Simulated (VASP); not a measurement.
Set up this calculation in VASP 6.6.1, as the native input.

```
Task                   : single point
Functional             : PBE
Potentials or basis    : VASP PAW PBE potentials, release 64 (Ba_sv, S)
Cutoff                 : 520 eV
k mesh                 : 8 × 8 × 8
Occupations            : gaussian, width 0.02 eV
Spin                   : no spin polarisation
Dipole correction      : no
Further INCAR settings : ALGO = Normal; EDIFF = 1e-06; NBANDS = 15
```

The structure of BaS lies in POSCAR:

```
BaS
1.0
    0.0000000000      3.2142589742      3.2142589742
    3.2142589742      0.0000000000      3.2142589742
    3.2142589742      3.2142589742      0.0000000000
Ba S
1 1
Direct
    0.0000000000      0.0000000000      0.0000000000
    0.5000000000      0.5000000000      0.5000000000
```

One way to write it, as run:

INCAR

```
SYSTEM = BaS
ALGO     = Normal         ! electronic algorithm
EDIFF    = 1E-6           ! SCF threshold, eV
ENCUT    = 520            ! plane-wave cutoff, eV
GGA      = PE             ! functional
ISIF     = 2              ! what is computed and relaxed
ISMEAR   = 0              ! smearing method
LASPH    = .TRUE.         ! aspherical terms in the spheres
LCHARG   = .FALSE.        ! write CHGCAR
LREAL    = .FALSE.        ! projectors in reciprocal space
LWAVE    = .FALSE.        ! write WAVECAR
NBANDS   = 15             ! bands
NELM     = 100            ! most SCF steps
PREC     = Accurate       ! precision mode
SIGMA    = 0.02           ! smearing width, eV
```

KPOINTS

```
k-points
0
G
  8 8 8
  0 0 0
```

Potentials or basis: VASP PAW PBE potentials, release 64 (Ba_sv, S).

Run with:

```sh
$ cat potpaw_PBE.64/Ba_sv/POTCAR potpaw_PBE.64/S/POTCAR > POTCAR
$ mpirun -np 1 vasp_std > vasp.out
```

It gave:

```json
{"Pressure": "0.5 GPa", "Band gap on the k mesh": "2.14 eV (least direct gap 2.29 eV)"}
```

Caveat: spin-orbit coupling is left out, which moves the levels of the heavy elements.

It took 26 s on 1 thread of AMD EPYC 7R13 Processor (Zen 3), with other jobs on the host, peak memory 0.18 GiB.
